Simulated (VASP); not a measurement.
# Ge (Fd-3m) in VASP: notebook

The runs below take Ge through single point, with LDA.

Everything below comes from runs of VASP 6.6.1. Logs are shortened: lines on timing, memory, paths and dates and some standing lists are left out, and cuts for length are marked.

## Step 1: The cell of the first run

Symmetry: Fd-3m, No. 227, cubic system. The conventional cell has a = 5.622 Å, b = 5.622 Å, c = 5.622 Å, α = 90.00°, β = 90.00°, γ = 90.00°. Ge (site symmetry -43m) has 4 Ge at 2.43 Å within 3.2 Å.

## Step 2: Single point, LDA (22.21 Å³/atom)

The input, INCAR:

```
SYSTEM = Ge
ALGO     = Normal         ! electronic algorithm
EDIFF    = 1E-6           ! SCF threshold, eV
ENCUT    = 500            ! plane-wave cutoff, eV
GGA      = CA             ! functional
GGA_COMPAT= .FALSE.      
ISIF     = 2              ! what is computed and relaxed
ISMEAR   = 0              ! smearing method
LASPH    = .TRUE.         ! aspherical terms in the spheres
LCHARG   = .FALSE.        ! write CHGCAR
LREAL    = .FALSE.        ! projectors in reciprocal space
LWAVE    = .FALSE.        ! write WAVECAR
NBANDS   = 21             ! bands
NELM     = 120            ! most SCF steps
PREC     = Accurate       ! precision mode
SIGMA    = 0.05           ! smearing width, eV
```

The input, KPOINTS:

```
k-points
0
G
  14 14 14
  0 0 0
```

The input, POSCAR:

```
Ge
1.0
    0.0000000000      2.8109992689      2.8109992689
    2.8109992689      0.0000000000      2.8109992689
    2.8109992689      2.8109992689      0.0000000000
Ge
2
Direct
    0.5000000000      0.5000000000      0.5000000000
    0.7500000000      0.7500000000      0.7500000000
```

Potentials or basis: VASP PAW LDA potentials, release 64 (Ge_d).

On the command line:

```console
$ cat potpaw_LDA.64/Ge_d/POTCAR > POTCAR
$ mpirun -np 1 vasp_std > vasp.out
```

OUTCAR:

```text
SYSTEM = Ge
   EDIFF = 1E-6
   ENCUT = 500
   GGA = CA
   ISIF = 2
   ISMEAR = 0
   LASPH = .TRUE.
   LREAL = .FALSE.
   NELM = 120
   PREC = Accurate

 ion  position               nearest neighbor table
   1  0.500  0.500  0.500-   2 2.43   2 2.43   2 2.43   2 2.43
   2  0.750  0.750  0.750-   1 2.43   1 2.43   1 2.43   1 2.43

  LATTYP: Found a face centered cubic cell.
 ALAT       =     5.6219985378

  Lattice vectors:

 A1 = (   0.0000000000,   2.8109992689,   2.8109992689)
 A2 = (   2.8109992689,   0.0000000000,   2.8109992689)
 A3 = (   2.8109992689,   2.8109992689,   0.0000000000)

Analysis of symmetry for initial positions (statically):
=====================================================================
 Subroutine PRICEL returns:
 Original cell was already a primitive cell.

 Routine SETGRP: Setting up the symmetry group for a
 face centered cubic supercell.

 Subroutine GETGRP returns: Found 48 space group operations
 (whereof 24 operations were pure point group operations)
 out of a pool of 48 trial point group operations.

The static configuration has the point symmetry T_d .
 The point group associated with its full space group is O_h .

Analysis of symmetry for dynamics (positions and initial velocities):
=====================================================================
 Subroutine PRICEL returns:
 Original cell was already a primitive cell.

 Routine SETGRP: Setting up the symmetry group for a
 face centered cubic supercell.

 Subroutine GETGRP returns: Found 48 space group operations
 (whereof 24 operations were pure point group operations)
 out of a pool of 48 trial point group operations.

The dynamic configuration has the point symmetry T_d .
 The point group associated with its full space group is O_h .

 Subroutine INISYM returns: Found 48 space group operations
 (whereof 24 operations are pure point group operations),
 and found     1 'primitive' translations

----------------------------------------------------------------------------------------

                                     Primitive cell

  volume of cell :      44.4234

  direct lattice vectors                    reciprocal lattice vectors
     0.000000000  2.810999269  2.810999269    -0.177872689  0.177872689  0.177872689
     2.810999269  0.000000000  2.810999269     0.177872689 -0.177872689  0.177872689
     2.810999269  2.810999269  0.000000000     0.177872689  0.177872689 -0.177872689

  length of vectors
     3.975353290  3.975353290  3.975353290     0.308084535  0.308084535  0.308084535

  position of ions in fractional coordinates (direct lattice)
     0.500000000  0.500000000  0.500000000
     0.750000000  0.750000000  0.750000000

  ion indices of the primitive-cell ions
   primitive index   ion index
                 1           1
                 2           2

----------------------------------------------------------------------------------------

 KPOINTS: k-points

Automatic generation of k-mesh.
 Grid dimensions read from file:
 generate k-points for:   14   14   14

 Generating k-lattice:

  Cartesian coordinates                     Fractional coordinates (reciprocal lattice)
    -0.012705192  0.012705192  0.012705192     0.071428571  0.000000000  0.000000000
     0.012705192 -0.012705192  0.012705192     0.000000000  0.071428571  0.000000000
     0.012705192  0.012705192 -0.012705192     0.000000000  0.000000000  0.071428571

  Length of vectors
     0.022006038  0.022006038  0.022006038

  Shift w.r.t. Gamma in fractional coordinates (k-lattice)
     0.000000000  0.000000000  0.000000000

 Subroutine IBZKPT returns following result:
 ===========================================

 Found    104 irreducible k-points:

 Following reciprocal coordinates:
            Coordinates               Weight
  0.000000  0.000000  0.000000      1.000000
  0.071429  0.000000  0.000000      8.000000
  0.142857  0.000000  0.000000      8.000000
  0.214286  0.000000  0.000000      8.000000
  0.285714  0.000000  0.000000      8.000000
  0.357143  0.000000  0.000000      8.000000
[... 16 lines left out ...]
  0.214286  0.142857  0.000000     24.000000
  0.285714  0.142857  0.000000     24.000000
 [... further k-points ...]
   k-points           NKPTS =    104   k-points in BZ     NKDIM =    104   number of bands    NBANDS=     21
   number of dos      NEDOS =    301   number of ions     NIONS =      2
   total plane-waves  NPLWV =  27000
   dimension x,y,z NGX =    30 NGY =   30 NGZ =   30
   dimension x,y,z NGXF=    60 NGYF=   60 NGZF=   60
   ions per type =               2
   NGX,Y,Z   is equivalent  to a cutoff of  12.55, 12.55, 12.55 a.u.
   NGXF,Y,Z  is equivalent  to a cutoff of  25.09, 25.09, 25.09 a.u.
 SYSTEM =  Ge
   PREC   = accura    normal or accurate (medium, high low for compatibility)
   ISTART =      0    job   : 0-new  1-cont  2-samecut
   ICHARG =      2    charge: 1-file 2-atom 10-const
   ISPIN  =      1    spin polarized calculation?
   LNONCOLLINEAR =      F non collinear calculations
   LSORBIT =      F    spin-orbit coupling
   LASPH  =      T    aspherical Exc in radial PAW
   ENCUT  =  500.0 eV  36.75 Ry    6.06 a.u.   7.25  7.25  7.25*2*pi/ulx,y,z
   NELM   =    120;   NELMIN=  2; NELMDL= -5     # of ELM steps
   EDIFF  = 0.1E-05   stopping-criterion for ELM
   LREAL  =      F    real-space projection
   EDIFFG = 0.1E-04   stopping-criterion for IOM
   NSW    =      0    number of steps for IOM
   IBRION =     -1    ionic relax: 0-MD 1-quasi-New 2-CG
   NFREE  =      0    steps in history (QN), initial steepest desc. (CG)
   ISIF   =      2    stress and relaxation
   ISYM   =      2    0-nonsym 1-usesym 2-fastsym
   POTIM  = 0.5000    time-step for ionic-motion
   TEBEG  =    0.0;   TEEND  =   0.0 temperature during run
   PSTRESS=    0.0 pullay stress
   NELECT =      28.0000    total number of electrons
   NUPDOWN=      -1.0000    fix difference up-down
   EMIN   =  10.00;   EMAX   =-10.00  energy-range for DOS
   EFERMI =   0.00;   METHOD = LEGACY
   ISMEAR =     0;   SIGMA  =   0.05  broadening in eV -4-tet -1-fermi 0-gaus
   EFERMI_NEDOS =   21; number of points for ismear=-14 and -15
   IALGO  =     38    algorithm
   IMIX   =      4    mixing-type and parameters
     AMIX     =   0.40;   BMIX     =  1.00
     AMIX_MAG =   1.60;   BMIX_MAG =  1.00
  volume/ion in A,a.u.               =      22.21       149.89
  Fermi-wavevector in a.u.,A,eV,Ry     =   1.403643  2.652501 26.806398  1.970215
  Thomas-Fermi vector in A             =   2.526285
   LORBIT       =      0    0 simple, 1 ext, 2 COOP (PROOUT), +10 PAW based schemes
   GGA     = CA    functional components
   LHFCALC =     F    Hartree Fock is set to
   AEXX    =    0.0000 exact exchange contribution
   IVDW    =     0    specifies the selected vdW correction
   LEPSILON=     F    determine dielectric tensor
   LRPA    =     F    only Hartree local field effects (RPA)
 non-spin polarized calculation
 Gauss-broadening in eV      SIGMA  =   0.05
  energy-cutoff  :      500.00
  volume of cell :       44.42
 maximum number of plane-waves:      1158
 NGX is ok and might be reduce to    30
   NGX = 15   NGY = 15   NGZ = 15

 number of electron      28.0000032 magnetization

 Free energy of the ion-electron system (eV)
  ---------------------------------------------------
  ext. energy  EPLUGINS =         0.00000000
  ---------------------------------------------------
  free energy    TOTEN  =       -10.39163805 eV

  energy without entropy =      -10.39160613  energy(sigma->0) =      -10.39162209

 E-fermi :   4.9429     XC(G=0): -10.3785

 val. band max:        4.9411774415   @ k =   0.0000   0.0000   0.0000
 cond. band min:       5.0354008958   @ k =   0.5000   0.0000   0.0000
 fundamental gap:      0.0942234544
 Fermi energy:         4.9429245539

 k-point     1 :       0.0000    0.0000    0.0000
  band No.  band energies     occupation
      1     -20.0574      2.00000
      2     -20.0574      2.00000
      3     -20.0574      2.00000
      4     -20.0191      2.00000
      5     -20.0191      2.00000
      6     -19.7980      2.00000
[... 13 lines left out ...]
     20      14.5130      0.00000
     21      14.5130      0.00000

 k-point     2 :       0.0714    0.0000    0.0000
  band No.  band energies     occupation
      1     -20.0608      2.00000
      2     -20.0608      2.00000
      3     -20.0565      2.00000
      4     -20.0145      2.00000
      5     -20.0145      2.00000
      6     -19.8034      2.00000
[... 13 lines left out ...]
     20      13.9971      0.00000
     21      13.9971      0.00000

 k-point     3 :       0.1429    0.0000    0.0000
  band No.  band energies     occupation
      1     -20.0676      2.00000
      2     -20.0676      2.00000
      3     -20.0540      2.00000
      4     -20.0045      2.00000
      5     -20.0045      2.00000
      6     -19.8125      2.00000
[... 13 lines left out ...]
     20      13.4202      0.00000
     21      13.4202      0.00000

 k-point     4 :       0.2143    0.0000    0.0000
  band No.  band energies     occupation
      1     -20.0739      2.00000
      2     -20.0739      2.00000
      3     -20.0503      2.00000
      4     -19.9938      2.00000
      5     -19.9938      2.00000
      6     -19.8210      2.00000
[... 13 lines left out ...]
     20      13.2042      0.00000
     21      13.2042      0.00000

 k-point     5 :       0.2857    0.0000    0.0000
  band No.  band energies     occupation
      1     -20.0785      2.00000
      2     -20.0785      2.00000
      3     -20.0462      2.00000
      4     -19.9850      2.00000
      5     -19.9850      2.00000
      6     -19.8274      2.00000
[... 13 lines left out ...]
     20      13.4777      0.00000
     21      13.4777      0.00000
[... 382 lines left out ...]
     20      13.2443      0.00000
     21      13.7993      0.00000

 k-point    22 :       0.1429    0.1429    0.0000
  band No.  band energies     occupation
      1     -20.0662      2.00000
      2     -20.0650      2.00000
      3     -20.0650      2.00000
      4     -20.0069      2.00000
      5     -19.9883      2.00000
      6     -19.8412      2.00000
[... 13 lines left out ...]
     20      12.7522      0.00000
     21      14.8635      0.00000

 k-point    23 :       0.2143    0.1429    0.0000
  band No.  band energies     occupation
      1     -20.0748      2.00000
      2     -20.0695      2.00000
      3     -20.0599      2.00000
      4     -19.9989      2.00000
      5     -19.9757      2.00000
      6     -19.8549      2.00000
[... 13 lines left out ...]
     20      13.5416      0.00000
     21      14.7574      0.00000

 k-point    24 :       0.2857    0.1429    0.0000
  band No.  band energies     occupation
      1     -20.0835      2.00000
      2     -20.0746      2.00000
      3     -20.0514      2.00000
      4     -19.9892      2.00000
      5     -19.9644      2.00000
      6     -19.8654      2.00000
[... 13 lines left out ...]
     20      14.1619      0.00000
     21      14.7856      0.00000

 [... further k-points ...]
[... 5 lines left out ...]
  --------------------------------------------------------------------------------------
  -------------------------------------------------------------------------------------
  Total        0.0448066      0.0448066      0.0448066     -0.0000000      0.0000000     -0.0000000
  in kB        1.6159953      1.6159953      1.6159953     -0.0000000      0.0000000     -0.0000000
  external PRESSURE =       1.6159953 kB  Pullay stress =       0.0000000 kB

 VOLUME and BASIS-vectors are now :
 -----------------------------------------------------------------------------
  energy-cutoff  :      500.00
  volume of cell :       44.42
      direct lattice vectors                 reciprocal lattice vectors
     0.000000000  2.810999269  2.810999269    -0.177872689  0.177872689  0.177872689
     2.810999269  0.000000000  2.810999269     0.177872689 -0.177872689  0.177872689
     2.810999269  2.810999269  0.000000000     0.177872689  0.177872689 -0.177872689

 POSITION                                       TOTAL-FORCE (eV/Angst)
 -----------------------------------------------------------------------------------
      2.81100      2.81100      2.81100        -0.000000     -0.000000     -0.000000
      4.21650      4.21650      4.21650         0.000000      0.000000      0.000000
 -----------------------------------------------------------------------------------
    total drift:                                0.000000     -0.000000     -0.000000

  FREE ENERGIE OF THE ION-ELECTRON SYSTEM (eV)
  ---------------------------------------------------
  free  energy   TOTEN  =       -10.3916380462 eV

  energy  without entropy=      -10.3916061312  energy(sigma->0) =      -10.39162209
```

Run time: 30 s. Hardware: 1 thread of Intel Xeon 6975P-C (Granite Rapids), shared host; peak memory 0.19 GiB.

Results:

- Free energy: -10.3916 eV
- Pressure: 0.2 GPa

## Step 3: Single point, LDA (22.46 Å³/atom)

This run uses another cell than the first one, of 22.46 Å³/atom.

The input, INCAR:

```
ALGO = Normal ; EDIFF = 1E-6
ENCUT = 500 ; GGA = CA
GGA_COMPAT = F ; ISIF = 2
ISMEAR = 0 ; LASPH = T
LCHARG = F ; LREAL = F
LWAVE = F ; NBANDS = 21
NELM = 120 ; PREC = Accurate
SIGMA = 0.05
```

The input, KPOINTS:

```
k-points
0
Gamma
  14 14 14
```

The input, POSCAR:

```
Ge
1.0
    0.0000000000      2.8212667687      2.8212667687
    2.8212667687      0.0000000000      2.8212667687
    2.8212667687      2.8212667687      0.0000000000
Ge
2
Direct
    0.5000000000      0.5000000000      0.5000000000
    0.7500000000      0.7500000000      0.7500000000
```

Potentials or basis: VASP PAW LDA potentials, release 64 (Ge_d).

On the command line:

```console
$ cat potpaw_LDA.64/Ge_d/POTCAR > POTCAR
$ mpirun -np 1 vasp_std > vasp.out
```

Run time: 30 s. Hardware: 1 thread of Intel Xeon 6975P-C (Granite Rapids), shared host; peak memory 0.19 GiB.

The run converged. Its results:

```yaml
Free_energy: -10.3909 eV
Pressure: -0.6 GPa
Band_gap_on_the_k_mesh: zero (filled and empty bands touch)
```

Levels at points of the mesh, in eV from the Fermi level:
```
           k point  band 11  band 12  band 13  band 14  band 15  band 16  band 17  band 18
(0.00, 0.00, 0.00)   -12.88    -0.08    -0.01    -0.01    -0.01     2.52     2.52     2.52
(0.50, 0.00, 0.00)   -10.77    -7.69    -1.43    -1.43     0.08     3.71     3.71     6.96
(0.50, 0.50, 0.00)    -8.97    -8.97    -3.12    -3.12     0.64     0.64     9.46     9.46
```

Caveat: semilocal functionals underestimate gaps, so a narrow gap can read as zero.
